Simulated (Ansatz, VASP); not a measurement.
**Ca: VASP beside Ansatz**

```
CELL_PARAMETERS angstrom
3.85207 0.00000 0.00000
-1.92604 3.33599 0.00000
0.00000 0.00000 6.34902
ATOMIC_POSITIONS crystal
Ca 0.33333 0.66667 0.25000
Ca 0.66667 0.33333 0.75000
```

Alike in both runs: task single point; functional PBEsol; k mesh 11 × 11 × 6; occupations fermi-dirac, width 0.08 eV; no spin polarisation.

```csv
,VASP,Ansatz
version,VASP 6.6.1,Ansatz 0.2.0
potentials or method,"VASP PAW PBE potentials, release 64 (Ca_sv), cutoff 520 eV","all-electron LAPW, scalar-relativistic"
```

```tsv
	VASP	Ansatz	Ansatz less VASP
pressure (GPa)	0.0	0.0	-0.01
```

VASP's potentials were made for PBE, not for PBEsol. Ansatz ran all-electron here, and VASP with PAW potentials.
